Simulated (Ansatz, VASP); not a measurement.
## TiCo3 in VASP and in Ansatz

Contents of INCAR:

```
PREC = Accurate
ENCUT = 520
EDIFF = 1E-6
ISMEAR = 0
SIGMA = 0.1
LREAL = F
LASPH = T
NELM = 150
ALGO = Normal
ISIF = 2
LWAVE = F
LCHARG = F
ISPIN = 2
MAGMOM = 0 0.3 0.3 0.3
LORBIT = 11
LMAXMIX = 4
GGA = PS
NBANDS = 32
```

The input KPOINTS:

```
Automatic mesh
0
Gamma
  12 12 12
```

POSCAR

```
TiCo3
1.0
    3.6421388803      0.0000000000      0.0000000000
    0.0000000000      3.6421388803      0.0000000000
    0.0000000000      0.0000000000      3.6421388803
Ti Co
1 3
Direct
    0.0000000000      0.0000000000      0.0000000000
    0.0000000000      0.5000000000      0.5000000000
    0.5000000000      0.0000000000      0.5000000000
    0.5000000000      0.5000000000      0.0000000000
```

Input for Ansatz:

```yaml
crystal:
  lattice:
    - [3.6421388803, 0.0, 0.0]
    - [0.0, 3.6421388803, 0.0]
    - [0.0, 0.0, 3.6421388803]
  atoms:
    - { symbol: Ti, position: [0.0, 0.0, 0.0] }
    - { symbol: Co, position: [0.0, 0.5, 0.5], spin: 0.3 }
    - { symbol: Co, position: [0.5, 0.0, 0.5], spin: 0.3 }
    - { symbol: Co, position: [0.5, 0.5, 0.0], spin: 0.3 }
basis:
  ecutwfc: 420
kpoints:
  mp_grid: { grid: [12, 12, 12] }
hamiltonian:
  xc: pbesol
scf:
  occupations: { method: gaussian, width: 0.1 }
output:
  forces: true
  stress: true
  eigenvalues: true
  populations: true
  write_density: true
  write_potential: true
  elf: true
  volumetric_format: npy
magnetization:
  spin_polarized: true
```

Alike in both runs: task single point; functional PBEsol; k mesh 12 × 12 × 12; occupations gaussian, width 0.1 eV; collinear spin.

|  | VASP | Ansatz |
| --- | --- | --- |
| version | VASP 6.6.1 | Ansatz 0.2.0 |
| potentials or method | VASP PAW PBE potentials, release 64 (Ti_sv, Co), cutoff 520 eV | scalar-relativistic, plane waves, PAW |
| valence electrons in the cell | 39 | 63 |

|  | VASP | Ansatz | Ansatz less VASP |
| --- | --- | --- | --- |
| gap on the k mesh at the Fermi level (eV) | none | none | - |
| pressure (GPa) | -19.1 | -14.1 | +5.02 |
| net moment per atom (μB) | 0.00 | 0.68 | +0.678 |
| size of the moment on the site where the two differ most (μB) | 0.00 | 1.12 | +1.123 |

The net moments are unlike, so the other rows may belong to different states. VASP's potentials were made for PBE, not for PBEsol. Site moments also hang on the region over which each program counts them. A gap of «none» marks a metal or a gap that the smearing closes. VASP's potentials hold 39 valence electrons a cell and Ansatz's 63, so a difference there can come from the potentials and not from the codes.
